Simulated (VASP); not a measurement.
Set up this calculation in VASP 6.6.1, as the native input.

| Item | Value |
| --- | --- |
| Task | single point |
| Functional | PBE |
| Potentials or basis | VASP PAW PBE potentials, release 64 (Rh_pv) |
| Cutoff | 520 eV |
| k mesh | 18 × 18 × 18 |
| Occupations | gaussian, width 0.1 eV |
| Spin | no spin polarisation |
| Dipole correction | no |
| Further INCAR settings | ALGO = Fast; EDIFF = 1e-07; NBANDS = 14 |

The structure of Rh lies in POSCAR:

```
Rh
1.0
    0.0000000000      1.9339505492      1.9339505492
    1.9339505492      0.0000000000      1.9339505492
    1.9339505492      1.9339505492      0.0000000000
Rh
1
Direct
    0.0000000000      0.0000000000      0.0000000000
```

This cell differs from its parent crystal: volume scaled by 1.03.

One way to write it, as run:

INCAR

```
SYSTEM = Rh
PREC = Accurate
ENCUT = 520
EDIFF = 1E-7
ISMEAR = 0
SIGMA = 0.1
LREAL = .False.
LASPH = .True.
NELM = 100
ALGO = Fast
ISIF = 2
LWAVE = .False.
LCHARG = .False.
GGA = PE
NBANDS = 14
```

KPOINTS

```
regular mesh
0
Gamma
  18 18 18
  0 0 0
```

Potentials or basis: VASP PAW PBE potentials, release 64 (Rh_pv).

Run with:

```bash
$ cat potpaw_PBE.64/Rh_pv/POTCAR > POTCAR
$ mpirun -np 1 vasp_std > vasp.out
```

It gave:

```
Pressure : -7.0 GPa
```

It took 20 s on 1 thread of Intel(R) Xeon(R) 6975P-C (Granite Rapids), on a shared host, peak memory 0.15 GiB.
